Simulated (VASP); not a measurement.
# Ca3TiN (P6/mmm) in VASP: single point with PBE

Aim: the single point of Ca3TiN with PBE.

Program: VASP 6.6.1. These are calculated values, not measurements. Logs are shortened: lines on timing, memory, paths and dates and some standing lists are left out, and cuts for length are marked.

### Step 1. The cell of the first run

It takes space group P6/mmm (No. 191, hexagonal). The conventional cell has a = 7.052 Å, b = 7.052 Å, c = 3.792 Å, α = 90.00°, β = 90.00°, γ = 120.00°. Within 4.6 Å of Ca (site symmetry mmm) lie 2 Ti at 3.53 Å and 6 Ca at 3.53 to 3.79 Å and 4 N at 4.00 Å. Within 2.5 Å of Ti (site symmetry 6/mmm) lie 2 N at 1.90 Å. Within 2.5 Å of N (site symmetry 6/mmm) lie 2 Ti at 1.90 Å.

The cell was generated, and may not be a known phase.

### Step 2. Single point, PBE, collinear spin

Input file INCAR:

```
SYSTEM = Ca3TiN
PREC = Accurate
ENCUT = 520
EDIFF = 1E-6
ISMEAR = 0
SIGMA = 0.1
LREAL = .FALSE.
LASPH = .TRUE.
NELM = 150
ALGO = Normal
ISIF = 2
LWAVE = .FALSE.
LCHARG = .FALSE.
ISPIN = 2
MAGMOM = 0 0 0 1 0
LORBIT = 11
LMAXMIX = 4
GGA = PE
NBANDS = 36
```

Input file KPOINTS:

```
regular mesh
0
G
  6 6 4
  0 0 0
```

Input file POSCAR:

```
Ca3TiN
1.0
    7.0521678839      0.0000000000      0.0000000000
   -3.5260839420      6.1073565392      0.0000000000
    0.0000000000      0.0000000000      3.7923365482
Ca Ti N
3 1 1
Direct
    0.5000041688      0.0000000000      0.5000000000
    0.0000000000      0.5000041688      0.5000000000
    0.4999958312      0.4999958312      0.5000000000
    0.0000000000      0.0000000000      0.5000000000
    0.0000000000      0.0000000000      0.0000000000
```

Potentials or basis: VASP PAW PBE potentials, release 64 (Ca_sv, Ti_sv, N).

Command:

```sh
cat potpaw_PBE.64/Ca_sv/POTCAR potpaw_PBE.64/Ti_sv/POTCAR potpaw_PBE.64/N/POTCAR > POTCAR
mpirun -np 1 vasp_std > vasp.out
```

OUTCAR:

```text
SYSTEM = Ca3TiN
   PREC = Accurate
   ENCUT = 520
   EDIFF = 1E-6
   ISMEAR = 0
   LREAL = .FALSE.
   LASPH = .TRUE.
   NELM = 150
   ISIF = 2
   ISPIN = 2
   LORBIT = 11
   GGA = PE

 ion  position               nearest neighbor table
   1  0.500  0.000  0.500-
   2  0.000  0.500  0.500-
   3  0.500  0.500  0.500-
   4  0.000  0.000  0.500-   5 1.90   5 1.90
   5  0.000  0.000  0.000-   4 1.90   4 1.90

  LATTYP: Found a hexagonal cell.
 ALAT       =     7.0521678839
 C/A-ratio  =     0.5377547175

  Lattice vectors:

 A1 = (   7.0521678839,   0.0000000000,   0.0000000000)
 A2 = (  -3.5260839420,   6.1073565392,   0.0000000000)
 A3 = (   0.0000000000,   0.0000000000,   3.7923365482)

Analysis of symmetry for initial positions (statically):
=====================================================================
 Subroutine PRICEL returns:
 Original cell was already a primitive cell.

 Routine SETGRP: Setting up the symmetry group for a
 hexagonal supercell.

 Subroutine GETGRP returns: Found 24 space group operations
 (whereof 24 operations were pure point group operations)
 out of a pool of 24 trial point group operations.

The static configuration has the point symmetry D_6h.

Analysis of symmetry for dynamics (positions and initial velocities):
=====================================================================
 Subroutine PRICEL returns:
 Original cell was already a primitive cell.

 Routine SETGRP: Setting up the symmetry group for a
 hexagonal supercell.

 Subroutine GETGRP returns: Found 24 space group operations
 (whereof 24 operations were pure point group operations)
 out of a pool of 24 trial point group operations.

The dynamic configuration has the point symmetry D_6h.

Analysis of structural, dynamic, and magnetic symmetry:
=====================================================================
 Subroutine PRICEL returns:
 Original cell was already a primitive cell.

 Routine SETGRP: Setting up the symmetry group for a
 hexagonal supercell.

 Subroutine GETGRP returns: Found 24 space group operations
 (whereof 24 operations were pure point group operations)
 out of a pool of 24 trial point group operations.

The overall configuration has the point symmetry D_6h.

 Subroutine INISYM returns: Found 24 space group operations
 (whereof 24 operations are pure point group operations),
 and found     1 'primitive' translations

----------------------------------------------------------------------------------------

                                     Primitive cell

  volume of cell :     163.3363

  direct lattice vectors                    reciprocal lattice vectors
     7.052167884  0.000000000  0.000000000     0.141800368  0.081868481  0.000000000
    -3.526083942  6.107356539  0.000000000     0.000000000  0.163736961  0.000000000
     0.000000000  0.000000000  3.792336548     0.000000000  0.000000000  0.263689677

  length of vectors
     7.052167884  7.052167884  3.792336548     0.163736961  0.163736961  0.263689677

  position of ions in fractional coordinates (direct lattice)
     0.500004169  0.000000000  0.500000000
     0.000000000  0.500004169  0.500000000
     0.499995831  0.499995831  0.500000000
     0.000000000  0.000000000  0.500000000
     0.000000000  0.000000000  0.000000000

  ion indices of the primitive-cell ions
   primitive index   ion index
                 1           1
                 2           2
                 3           3
                 4           4
                 5           5

----------------------------------------------------------------------------------------

 KPOINTS: regular mesh

Automatic generation of k-mesh.
 Grid dimensions read from file:
 generate k-points for:    6    6    4

 Generating k-lattice:

  Cartesian coordinates                     Fractional coordinates (reciprocal lattice)
     0.023633395  0.013644747  0.000000000     0.166666667  0.000000000  0.000000000
     0.000000000  0.027289494  0.000000000     0.000000000  0.166666667  0.000000000
     0.000000000  0.000000000  0.065922419     0.000000000  0.000000000  0.250000000

  Length of vectors
     0.027289494  0.027289494  0.065922419

  Shift w.r.t. Gamma in fractional coordinates (k-lattice)
     0.000000000  0.000000000  0.000000000

 Subroutine IBZKPT returns following result:
 ===========================================

 Found     21 irreducible k-points:

 Following reciprocal coordinates:
            Coordinates               Weight
  0.000000  0.000000  0.000000      1.000000
  0.166667 -0.000000  0.000000      6.000000
  0.333333  0.000000  0.000000      6.000000
  0.500000  0.000000  0.000000      3.000000
  0.166667  0.166667  0.000000      6.000000
  0.333333  0.166667  0.000000     12.000000
[... 13 lines left out ...]
  0.333333  0.166667  0.500000     12.000000
  0.333333  0.333333  0.500000      2.000000
   k-points           NKPTS =     21   k-points in BZ     NKDIM =     21   number of bands    NBANDS=     36
   number of dos      NEDOS =    301   number of ions     NIONS =      5
   total plane-waves  NPLWV =  81648
   dimension x,y,z NGX =    54 NGY =   54 NGZ =   28
   dimension x,y,z NGXF=   108 NGYF=  108 NGZF=   56
   ions per type =               3   1   1
   NGX,Y,Z   is equivalent  to a cutoff of  12.73, 12.73, 12.27 a.u.
   NGXF,Y,Z  is equivalent  to a cutoff of  25.46, 25.46, 24.55 a.u.
 SYSTEM =  Ca3TiN
   PREC   = accura    normal or accurate (medium, high low for compatibility)
   ISTART =      0    job   : 0-new  1-cont  2-samecut
   ICHARG =      2    charge: 1-file 2-atom 10-const
   ISPIN  =      2    spin polarized calculation?
   LNONCOLLINEAR =      F non collinear calculations
   LSORBIT =      F    spin-orbit coupling
   LASPH  =      T    aspherical Exc in radial PAW
   ENCUT  =  520.0 eV  38.22 Ry    6.18 a.u.  13.11 13.11  7.05*2*pi/ulx,y,z
   NELM   =    150;   NELMIN=  2; NELMDL= -5     # of ELM steps
   EDIFF  = 0.1E-05   stopping-criterion for ELM
   LREAL  =      F    real-space projection
   EDIFFG = 0.1E-04   stopping-criterion for IOM
   NSW    =      0    number of steps for IOM
   IBRION =     -1    ionic relax: 0-MD 1-quasi-New 2-CG
   NFREE  =      0    steps in history (QN), initial steepest desc. (CG)
   ISIF   =      2    stress and relaxation
   ISYM   =      2    0-nonsym 1-usesym 2-fastsym
   POTIM  = 0.5000    time-step for ionic-motion
   TEBEG  =    0.0;   TEEND  =   0.0 temperature during run
   PSTRESS=    0.0 pullay stress
   NELECT =      47.0000    total number of electrons
   NUPDOWN=      -1.0000    fix difference up-down
   EMIN   =  10.00;   EMAX   =-10.00  energy-range for DOS
   EFERMI =   0.00;   METHOD = LEGACY
   ISMEAR =     0;   SIGMA  =   0.10  broadening in eV -4-tet -1-fermi 0-gaus
   EFERMI_NEDOS =   21; number of points for ismear=-14 and -15
   IALGO  =     38    algorithm
   IMIX   =      4    mixing-type and parameters
     AMIX     =   0.40;   BMIX     =  1.00
     AMIX_MAG =   1.60;   BMIX_MAG =  1.00
  volume/ion in A,a.u.               =      32.67       220.45
  Fermi-wavevector in a.u.,A,eV,Ry     =   1.080803  2.042421 15.893442  1.168135
  Thomas-Fermi vector in A             =   2.216803
   LORBIT       =     11    0 simple, 1 ext, 2 COOP (PROOUT), +10 PAW based schemes
   GGA     = PE    functional components
   LHFCALC =     F    Hartree Fock is set to
   AEXX    =    0.0000 exact exchange contribution
   IVDW    =     0    specifies the selected vdW correction
   LEPSILON=     F    determine dielectric tensor
   LRPA    =     F    only Hartree local field effects (RPA)
 spin polarized calculation
 Gauss-broadening in eV      SIGMA  =   0.10
  energy-cutoff  :      520.00
  volume of cell :      163.34
 maximum number of plane-waves:      4454
 NGX is ok and might be reduce to    54
   NGX = 27   NGY = 27   NGZ = 15

 number of electron      47.0000000 magnetization       0.0217121

 number of electron      47.0000000 magnetization      -0.0245777

 Free energy of the ion-electron system (eV)
  ---------------------------------------------------
  ext. energy  EPLUGINS =         0.00000000
  ---------------------------------------------------
  free energy    TOTEN  =       -20.42287413 eV

  energy without entropy =      -20.39062152  energy(sigma->0) =      -20.40674783

 E-fermi :   2.2589     XC(G=0):  -8.0635

 val. band max:        2.2543554779   @ k =   0.1667   0.1667   0.5000
 cond. band min:       2.2590542501   @ k =   0.1667  -0.0000   0.5000
 fundamental gap:      0.0046987721
 Fermi energy:         2.2589226455

 spin component 1

 k-point     1 :       0.0000    0.0000    0.0000
  band No.  band energies     occupation
      1     -54.8524      1.00000
      2     -39.7580      1.00000
      3     -39.7322      1.00000
      4     -39.7322      1.00000
      5     -31.2454      1.00000
      6     -31.2454      1.00000
[... 27 lines left out ...]
     34       4.6250      0.00000
     35       4.6436      0.00000

 k-point     2 :       0.1667   -0.0000    0.0000
  band No.  band energies     occupation
      1     -54.8524      1.00000
      2     -39.7565      1.00000
      3     -39.7337      1.00000
      4     -39.7322      1.00000
      5     -31.2453      1.00000
      6     -31.2453      1.00000
[... 27 lines left out ...]
     34       4.5363      0.00000
     35       4.7064      0.00000
[... 682 lines left out ...]
     34       5.0462      0.00000
     35       5.2112      0.00000

 k-point    21 :       0.3333    0.3333    0.5000
  band No.  band energies     occupation
      1     -54.8506      1.00000
      2     -39.7384      1.00000
      3     -39.7384      1.00000
      4     -39.7256      1.00000
      5     -31.2413      1.00000
      6     -31.2413      1.00000
[... 27 lines left out ...]
     34       5.1547      0.00000
     35       5.5062      0.00000
 Fermi energy:         2.2589226455

 spin component 2

 k-point     1 :       0.0000    0.0000    0.0000
  band No.  band energies     occupation
      1     -54.8593      1.00000
      2     -39.7589      1.00000
      3     -39.7330      1.00000
      4     -39.7330      1.00000
      5     -31.2544      1.00000
      6     -31.2544      1.00000
[... 27 lines left out ...]
     34       4.6215      0.00000
     35       4.6405      0.00000

 k-point     2 :       0.1667   -0.0000    0.0000
  band No.  band energies     occupation
      1     -54.8593      1.00000
      2     -39.7574      1.00000
      3     -39.7346      1.00000
      4     -39.7330      1.00000
      5     -31.2544      1.00000
      6     -31.2544      1.00000
[... 27 lines left out ...]
     34       4.5330      0.00000
     35       4.7033      0.00000
[... 682 lines left out ...]
     34       5.0438      0.00000
     35       5.2061      0.00000

 k-point    21 :       0.3333    0.3333    0.5000
  band No.  band energies     occupation
      1     -54.8576      1.00000
      2     -39.7393      1.00000
      3     -39.7393      1.00000
      4     -39.7265      1.00000
      5     -31.2504      1.00000
      6     -31.2504      1.00000
[... 27 lines left out ...]
     34       5.1502      0.00000
     35       5.5040      0.00000
 [bands above 35 left out]

------------------------ aborting loop because EDIFF is reached ----------------------------------------

  FORCE on cell =-STRESS in cart. coord.  units (eV):
  Direction    XX          YY          ZZ          XY          YZ          ZX
  --------------------------------------------------------------------------------------
  -------------------------------------------------------------------------------------
  Total        0.0299699      0.0299699      0.1456085     -0.0000000      0.0000000      0.0000000
  in kB        0.2939764      0.2939764      1.4282840     -0.0000000      0.0000000      0.0000000
  external PRESSURE =       0.6720790 kB  Pullay stress =       0.0000000 kB

 VOLUME and BASIS-vectors are now :
 -----------------------------------------------------------------------------
  energy-cutoff  :      520.00
  volume of cell :      163.34
      direct lattice vectors                 reciprocal lattice vectors
     7.052167884  0.000000000  0.000000000     0.141800368  0.081868481  0.000000000
    -3.526083942  6.107356539  0.000000000     0.000000000  0.163736961  0.000000000
     0.000000000  0.000000000  3.792336548     0.000000000  0.000000000  0.263689677

 POSITION                                       TOTAL-FORCE (eV/Angst)
 -----------------------------------------------------------------------------------
      3.52611      0.00000      1.89617        -0.000000      0.000000      0.000000
     -1.76306      3.05370      1.89617         0.000000      0.000000      0.000000
      1.76303      3.05365      1.89617         0.000000      0.000000      0.000000
      0.00000      0.00000      1.89617         0.000000      0.000000      0.000000
      0.00000      0.00000      0.00000         0.000000      0.000000      0.000000
 -----------------------------------------------------------------------------------
    total drift:                               -0.000000     -0.000000      0.000000

  FREE ENERGIE OF THE ION-ELECTRON SYSTEM (eV)
  ---------------------------------------------------
  free  energy   TOTEN  =       -20.4228741279 eV

  energy  without entropy=      -20.3906215240  energy(sigma->0) =      -20.40674783

 total charge

# of ion       s       p       d       tot
------------------------------------------
    1        2.090   5.823   0.195   8.108
    2        2.090   5.823   0.195   8.108
    3        2.090   5.823   0.195   8.108
    4        2.252   6.190   1.839  10.282
    5        1.306   2.321   0.000   3.627
--------------------------------------------------
tot          9.827  25.981   2.423  38.231

 magnetization (x)

# of ion       s       p       d       tot
------------------------------------------
    1       -0.000  -0.000  -0.001  -0.001
    2       -0.000  -0.000  -0.001  -0.001
    3       -0.000  -0.000  -0.001  -0.001
    4       -0.000  -0.000  -0.007  -0.007
    5       -0.000   0.001   0.000   0.001
--------------------------------------------------
tot         -0.000  -0.000  -0.009  -0.009
```

It took 6.6 min on 1 thread of Intel Xeon Platinum 8259CL at 2.50GHz (Skylake/Cascade Lake), shared host; peak memory 0.45 GiB.

What came out:

- Free energy: -20.4229 eV
- Pressure: 0.1 GPa
- Net moment: -0.02 μB per cell
- Valence electrons inside the program's atomic spheres: Ca 8.11; Ti 10.28; N 3.63

Stress tensor (GPa, compression positive):
```
0.03 0.00 0.00
0.00 0.03 0.00
0.00 0.00 0.14
```

Levels at points of the mesh, in eV from the Fermi level:
Spin up:
```
           k point  band 21  band 22  band 23  band 24  band 25  band 26  band 27  band 28
(0.00, 0.00, 0.00)    -0.81    -0.81    -0.57    -0.50     0.23     0.92     1.05     1.05
(0.50, 0.00, 0.00)    -1.01    -0.67    -0.51     0.06     0.46     0.64     1.15     1.20
(0.00, 0.00, 0.50)    -1.87    -0.17    -0.15    -0.08    -0.08     0.12     1.48     1.48
(0.50, 0.00, 0.50)    -0.87    -0.64    -0.12     0.20     0.38     0.43     0.82     1.03
```
Spin down:
```tsv
k point	band 21	band 22	band 23	band 24	band 25	band 26	band 27	band 28
(0.00, 0.00, 0.00)	-0.82	-0.82	-0.58	-0.49	0.23	0.92	1.04	1.04
(0.50, 0.00, 0.00)	-1.01	-0.68	-0.51	0.05	0.45	0.63	1.15	1.19
(0.00, 0.00, 0.50)	-1.87	-0.17	-0.16	-0.09	-0.09	0.12	1.48	1.48
(0.50, 0.00, 0.50)	-0.87	-0.64	-0.13	0.19	0.37	0.42	0.81	1.03
```

Caveat: the k points lie up to 0.41 Å⁻¹ apart.
